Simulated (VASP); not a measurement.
# IrPt2 (I4/mmm) in VASP: single point with PBE

Aim: the single point of IrPt2 with PBE.

Everything below comes from runs of VASP 6.6.1. Logs are shortened: lines on timing, memory, paths and dates and some standing lists are left out, and cuts for length are marked.

## 1. The cell of the first run

The structure is tetragonal, space group I4/mmm (No. 139). Conventional cell: a = 2.783 Å, b = 2.783 Å, c = 11.840 Å, α = 90.00°, β = 90.00°, γ = 90.00°. Ir (site symmetry 4/mmm) has 8 Pt at 2.76 Å and 4 Ir at 2.78 Å within 3.6 Å. Pt (site symmetry 4mm) has 4 Ir at 2.76 Å and 8 Pt at 2.78 to 2.85 Å within 3.6 Å.

## 2. Single point, PBE

INCAR

```
PREC = Accurate
ENCUT = 500
EDIFF = 1E-6
ISMEAR = 0
SIGMA = 0.1
LREAL = F
LASPH = T
NELM = 120
ALGO = Normal
ISIF = 2
LWAVE = F
LCHARG = T
GGA = PE
LELF = T
LVHAR = T
NBANDS = 22
GGA_COMPAT = F
```

KPOINTS

```
Automatic mesh
0
Gamma
  8 8 8
```

POSCAR

```
IrPt2
1.0
   -1.3913971689      1.3913971689      5.9197671459
    1.3913971689     -1.3913971689      5.9197671459
    1.3913971689      1.3913971689     -5.9197671459
Ir Pt
1 2
Direct
    0.0000000000      0.0000000000      0.0000000000
    0.3370473802      0.3370473802      0.0000000000
    0.6629526198      0.6629526198      0.0000000000
```

Potentials or basis: VASP PAW PBE potentials, release 64 (Ir, Pt).

Started as:

```sh
> cat potpaw_PBE.64/Ir/POTCAR potpaw_PBE.64/Pt/POTCAR > POTCAR
> mpirun -np 1 vasp_std > vasp.out
```

OUTCAR:

```text
PREC = Accurate
   ENCUT = 500
   EDIFF = 1E-6
   ISMEAR = 0
   LREAL = F
   LASPH = T
   NELM = 120
   ISIF = 2
   GGA = PE

 ion  position               nearest neighbor table
   1  0.000  0.000  0.000-   3 2.76   3 2.76   3 2.76   2 2.76   3 2.76   2 2.76   2 2.76   2 2.76

   2  0.337  0.337  0.000-   1 2.76   1 2.76   1 2.76   1 2.76   3 2.85   3 2.85   3 2.85   3 2.85

   3  0.663  0.663  0.000-   1 2.76   1 2.76   1 2.76   1 2.76   2 2.85   2 2.85   2 2.85   2 2.85

  LATTYP: Found a body centered tetragonal cell.
 ALAT       =     2.7827943378
 C/A-ratio  =     4.2545487933

  Lattice vectors:

 A1 = (  -1.3913971689,   1.3913971689,   5.9197671459)
 A2 = (   1.3913971689,  -1.3913971689,   5.9197671459)
 A3 = (   1.3913971689,   1.3913971689,  -5.9197671459)

Analysis of symmetry for initial positions (statically):
=====================================================================
 Subroutine PRICEL returns:
 Original cell was already a primitive cell.

 Routine SETGRP: Setting up the symmetry group for a
 body centered tetragonal supercell.

 Subroutine GETGRP returns: Found 16 space group operations
 (whereof 16 operations were pure point group operations)
 out of a pool of 16 trial point group operations.

The static configuration has the point symmetry D_4h.

Analysis of symmetry for dynamics (positions and initial velocities):
=====================================================================
 Subroutine PRICEL returns:
 Original cell was already a primitive cell.

 Routine SETGRP: Setting up the symmetry group for a
 body centered tetragonal supercell.

 Subroutine GETGRP returns: Found 16 space group operations
 (whereof 16 operations were pure point group operations)
 out of a pool of 16 trial point group operations.

The dynamic configuration has the point symmetry D_4h.

 Subroutine INISYM returns: Found 16 space group operations
 (whereof 16 operations are pure point group operations),
 and found     1 'primitive' translations

----------------------------------------------------------------------------------------

                                     Primitive cell

  volume of cell :      45.8423

  direct lattice vectors                    reciprocal lattice vectors
    -1.391397169  1.391397169  5.919767146     0.000000000  0.359351026  0.084462782
     1.391397169 -1.391397169  5.919767146     0.359351026  0.000000000  0.084462782
     1.391397169  1.391397169 -5.919767146     0.359351026  0.359351026  0.000000000

  length of vectors
     6.238238151  6.238238151  6.238238151     0.369143768  0.369143768  0.508199094

  position of ions in fractional coordinates (direct lattice)
     0.000000000  0.000000000  0.000000000
     0.337047380  0.337047380  0.000000000
     0.662952620  0.662952620  0.000000000

  ion indices of the primitive-cell ions
   primitive index   ion index
                 1           1
                 2           2
                 3           3

----------------------------------------------------------------------------------------

 KPOINTS: Automatic mesh

Automatic generation of k-mesh.
 Grid dimensions read from file:
 generate k-points for:    8    8    8

 Generating k-lattice:

  Cartesian coordinates                     Fractional coordinates (reciprocal lattice)
     0.000000000  0.044918878  0.010557848     0.125000000  0.000000000  0.000000000
     0.044918878  0.000000000  0.010557848     0.000000000  0.125000000  0.000000000
     0.044918878  0.044918878  0.000000000     0.000000000  0.000000000  0.125000000

  Length of vectors
     0.046142971  0.046142971  0.063524887

  Shift w.r.t. Gamma in fractional coordinates (k-lattice)
     0.000000000  0.000000000  0.000000000

 Subroutine IBZKPT returns following result:
 ===========================================

 Found     59 irreducible k-points:

 Following reciprocal coordinates:
            Coordinates               Weight
  0.000000  0.000000  0.000000      1.000000
  0.125000  0.000000  0.000000      8.000000
  0.250000  0.000000  0.000000      8.000000
  0.375000 -0.000000  0.000000      8.000000
  0.500000  0.000000  0.000000      4.000000
  0.125000  0.125000  0.000000      8.000000
[... 16 lines left out ...]
  0.250000  0.125000  0.125000     16.000000
  0.375000  0.125000  0.125000      8.000000
 [... further k-points ...]
   k-points           NKPTS =     59   k-points in BZ     NKDIM =     59   number of bands    NBANDS=     22
   number of dos      NEDOS =    301   number of ions     NIONS =      3
   total plane-waves  NPLWV = 110592
   dimension x,y,z NGX =    48 NGY =   48 NGZ =   48
   dimension x,y,z NGXF=    96 NGYF=   96 NGZF=   96
   ions per type =               1   2
   NGX,Y,Z   is equivalent  to a cutoff of  12.79, 12.79, 12.79 a.u.
   NGXF,Y,Z  is equivalent  to a cutoff of  25.58, 25.58, 25.58 a.u.
 SYSTEM =  unknown system
   PREC   = accura    normal or accurate (medium, high low for compatibility)
   ISTART =      0    job   : 0-new  1-cont  2-samecut
   ICHARG =      2    charge: 1-file 2-atom 10-const
   ISPIN  =      1    spin polarized calculation?
   LNONCOLLINEAR =      F non collinear calculations
   LSORBIT =      F    spin-orbit coupling
   LASPH  =      T    aspherical Exc in radial PAW
   ENCUT  =  500.0 eV  36.75 Ry    6.06 a.u.  11.37 11.37 11.37*2*pi/ulx,y,z
   NELM   =    120;   NELMIN=  2; NELMDL= -5     # of ELM steps
   EDIFF  = 0.1E-05   stopping-criterion for ELM
   LREAL  =      F    real-space projection
   EDIFFG = 0.1E-04   stopping-criterion for IOM
   NSW    =      0    number of steps for IOM
   IBRION =     -1    ionic relax: 0-MD 1-quasi-New 2-CG
   NFREE  =      0    steps in history (QN), initial steepest desc. (CG)
   ISIF   =      2    stress and relaxation
   ISYM   =      2    0-nonsym 1-usesym 2-fastsym
   POTIM  = 0.5000    time-step for ionic-motion
   TEBEG  =    0.0;   TEEND  =   0.0 temperature during run
   PSTRESS=    0.0 pullay stress
   NELECT =      29.0000    total number of electrons
   NUPDOWN=      -1.0000    fix difference up-down
   EMIN   =  10.00;   EMAX   =-10.00  energy-range for DOS
   EFERMI =   0.00;   METHOD = LEGACY
   ISMEAR =     0;   SIGMA  =   0.10  broadening in eV -4-tet -1-fermi 0-gaus
   EFERMI_NEDOS =   21; number of points for ismear=-14 and -15
   IALGO  =     38    algorithm
   IMIX   =      4    mixing-type and parameters
     AMIX     =   0.40;   BMIX     =  1.00
     AMIX_MAG =   1.60;   BMIX_MAG =  1.00
  volume/ion in A,a.u.               =      15.28       103.12
  Fermi-wavevector in a.u.,A,eV,Ry     =   1.405352  2.655731 26.871712  1.975015
  Thomas-Fermi vector in A             =   2.527822
   LORBIT       =      0    0 simple, 1 ext, 2 COOP (PROOUT), +10 PAW based schemes
   GGA     = PE    functional components
   LHFCALC =     F    Hartree Fock is set to
   AEXX    =    0.0000 exact exchange contribution
   IVDW    =     0    specifies the selected vdW correction
   LEPSILON=     F    determine dielectric tensor
   LRPA    =     F    only Hartree local field effects (RPA)
 non-spin polarized calculation
 Gauss-broadening in eV      SIGMA  =   0.10
  energy-cutoff  :      500.00
  volume of cell :       45.84
 maximum number of plane-waves:      1182
 NGX is ok and might be reduce to    48
   NGX = 23   NGY = 23   NGZ = 23

 number of electron      29.0000000 magnetization

 Free energy of the ion-electron system (eV)
  ---------------------------------------------------
  ext. energy  EPLUGINS =         0.00000000
  ---------------------------------------------------
  free energy    TOTEN  =       -20.80598777 eV

  energy without entropy =      -20.77518548  energy(sigma->0) =      -20.79058662

 E-fermi :  10.4904     XC(G=0): -13.4517

 val. band max:       10.4817341168   @ k =  -0.2500   0.3750   0.2500
 cond. band min:      10.4956650064   @ k =  -0.3750   0.3750   0.1250
 fundamental gap:      0.0139308896
 Fermi energy:        10.4904395665

 k-point     1 :       0.0000    0.0000    0.0000
  band No.  band energies     occupation
      1       0.2295      2.00000
      2       3.6398      2.00000
      3       3.6678      2.00000
      4       4.4035      2.00000
      5       4.4850      2.00000
      6       6.7268      2.00000
[... 14 lines left out ...]
     21      24.7830      0.00000
     22      24.9029      0.00000

 k-point     2 :       0.1250    0.0000    0.0000
  band No.  band energies     occupation
      1       0.6656      2.00000
      2       3.8508      2.00000
      3       3.9279      2.00000
      4       4.5809      2.00000
      5       4.8434      2.00000
      6       6.5152      2.00000
[... 14 lines left out ...]
     21      24.8010      0.00000
     22      24.8317      0.00000

 k-point     3 :       0.2500    0.0000    0.0000
  band No.  band energies     occupation
      1       1.8354      2.00000
      2       3.8051      2.00000
      3       4.2100      2.00000
      4       5.3774      2.00000
      5       6.0157      2.00000
      6       6.1019      2.00000
[... 14 lines left out ...]
     21      24.3858      0.00000
     22      25.5348      0.00000

 k-point     4 :       0.3750   -0.0000    0.0000
  band No.  band energies     occupation
      1       3.2123      2.00000
      2       3.3612      2.00000
      3       4.2689      2.00000
      4       5.7794      2.00000
      5       6.0956      2.00000
      6       6.4381      2.00000
[... 14 lines left out ...]
     21      22.5340      0.00000
     22      24.2919      0.00000

 k-point     5 :       0.5000    0.0000    0.0000
  band No.  band energies     occupation
      1       3.1363      2.00000
      2       3.9472      2.00000
      3       4.0524      2.00000
      4       6.0144      2.00000
      5       6.4069      2.00000
      6       6.6570      2.00000
[... 417 lines left out ...]
 k-point    22 :       0.1250    0.1250    0.1250
  band No.  band energies     occupation
      1       3.0552      2.00000
      2       4.8937      2.00000
      3       5.1451      2.00000
      4       5.2168      2.00000
      5       5.5201      2.00000
      6       5.9129      2.00000
[... 14 lines left out ...]
     21      20.6816      0.00000
     22      22.3976      0.00000

 k-point    23 :       0.2500    0.1250    0.1250
  band No.  band energies     occupation
      1       3.8641      2.00000
      2       4.5541      2.00000
      3       4.6244      2.00000
      4       4.8511      2.00000
      5       5.3701      2.00000
      6       5.8029      2.00000
[... 14 lines left out ...]
     21      22.1194      0.00000
     22      22.8147      0.00000

 k-point    24 :       0.3750    0.1250    0.1250
  band No.  band energies     occupation
      1       4.1806      2.00000
      2       4.2061      2.00000
      3       4.4297      2.00000
      4       5.0274      2.00000
      5       5.0882      2.00000
      6       5.6631      2.00000
[... 14 lines left out ...]
     21      19.1914      0.00000
     22      24.2184      0.00000

 [... further k-points ...]
[... 5 lines left out ...]
  --------------------------------------------------------------------------------------
  -------------------------------------------------------------------------------------
  Total        0.0447445      0.0447445     -0.4124710      0.0000000      0.0000000      0.0000000
  in kB        1.5638074      1.5638074    -14.4157473      0.0000000      0.0000000      0.0000000
  external PRESSURE =      -3.7627108 kB  Pullay stress =       0.0000000 kB

 VOLUME and BASIS-vectors are now :
 -----------------------------------------------------------------------------
  energy-cutoff  :      500.00
  volume of cell :       45.84
      direct lattice vectors                 reciprocal lattice vectors
    -1.391397169  1.391397169  5.919767146     0.000000000  0.359351026  0.084462782
     1.391397169 -1.391397169  5.919767146     0.359351026  0.000000000  0.084462782
     1.391397169  1.391397169 -5.919767146     0.359351026  0.359351026  0.000000000

 POSITION                                       TOTAL-FORCE (eV/Angst)
 -----------------------------------------------------------------------------------
      0.00000      0.00000      0.00000         0.000000      0.000000     -0.000000
      0.00000      0.00000      3.99048        -0.000000     -0.000000     -0.099597
      0.00000      0.00000      7.84905        -0.000000     -0.000000      0.099597
 -----------------------------------------------------------------------------------
    total drift:                                0.000000     -0.000000      0.000000

  FREE ENERGIE OF THE ION-ELECTRON SYSTEM (eV)
  ---------------------------------------------------
  free  energy   TOTEN  =       -20.8059877686 eV

  energy  without entropy=      -20.7751854751  energy(sigma->0) =      -20.79058662
```

Wall time 3.9 min (1 thread of Intel Xeon Platinum 8375C at 2.90GHz (Ice Lake), shared host); peak memory 0.34 GiB.

What came out:

| Item | Value |
| --- | --- |
| Free energy | -20.8060 eV |
| Pressure | -0.4 GPa |
| Largest force | 0.100 eV/Å |
| Band gap on the k mesh | zero (an odd number of electrons rules out a gap without spin polarisation) |

Forces in eV/Å, atoms in the order of the input:
```
Ir   0.000  0.000  0.000
Pt   0.000  0.000 -0.100
Pt   0.000  0.000  0.100
```

Stress tensor (GPa, compression positive):
```
 0.16  0.00  0.00
 0.00  0.16  0.00
 0.00  0.00 -1.44
```

Levels at points of the mesh, in eV from the Fermi level:
| k point | band 11 | band 12 | band 13 | band 14 | band 15 | band 16 | band 17 | band 18 |
| --- | --- | --- | --- | --- | --- | --- | --- | --- |
| (0.00, 0.00, 0.00) | -1.63 | -1.38 | -1.38 | -1.28 | -0.76 | -0.48 | -0.48 | 0.18 |
| (0.50, 0.00, 0.00) | -3.06 | -1.45 | -0.57 | -0.52 | 0.07 | 0.27 | 1.53 | 2.21 |
| (0.50, 0.50, 0.00) | 0.23 | 0.26 | 0.26 | 0.60 | 1.40 | 1.69 | 5.69 | 6.28 |
| (0.50, 0.50, 0.50) | -2.93 | -2.05 | -1.37 | -1.17 | 0.35 | 0.68 | 0.68 | 1.66 |

Caveat: spin-orbit coupling is left out, which moves the levels of the heavy elements.
